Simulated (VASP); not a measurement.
Set up this calculation in VASP 6.6.1, as the native input.

```yaml
Task: single point
Functional: PBE
Potentials_or_basis: VASP PAW PBE potentials, release 64 (Sc_sv)
Cutoff: 520 eV
k_mesh: 16 × 16 × 16
Occupations: tetrahedron
Spin: no spin polarisation
Dipole_correction: no
Further_INCAR_settings: ALGO = Normal; EDIFF = 1e-07; NBANDS = 12
```

The structure of Sc lies in POSCAR:

```
Sc
1.0
   -1.7075383128      1.7075383128      1.7075383128
    1.7075383128     -1.7075383128      1.7075383128
    1.7075383128      1.7075383128     -1.7075383128
Sc
1
Direct
    0.0000000000      0.0000000000      0.0000000000
```

One way to write it, as run:

INCAR

```
ALGO = Normal
EDIFF = 1E-7
ENCUT = 520
GGA = PE
ISIF = 2
ISMEAR = -4
LASPH = T
LCHARG = F
LREAL = F
LWAVE = F
NBANDS = 12
NELM = 100
PREC = Accurate
SIGMA = 0.1
```

KPOINTS

```
k-points
0
Gamma
  16 16 16
```

Potentials or basis: VASP PAW PBE potentials, release 64 (Sc_sv).

Launch:

```sh
$ cat potpaw_PBE.64/Sc_sv/POTCAR > POTCAR
$ mpirun -np 1 vasp_std > vasp.out
```

Results of the run:

The pressure is 16.8 GPa.

Run time: 24 s on 1 thread of Intel(R) Xeon(R) Platinum 8488C (Sapphire Rapids), with other jobs on the host, peak memory 0.17 GiB.
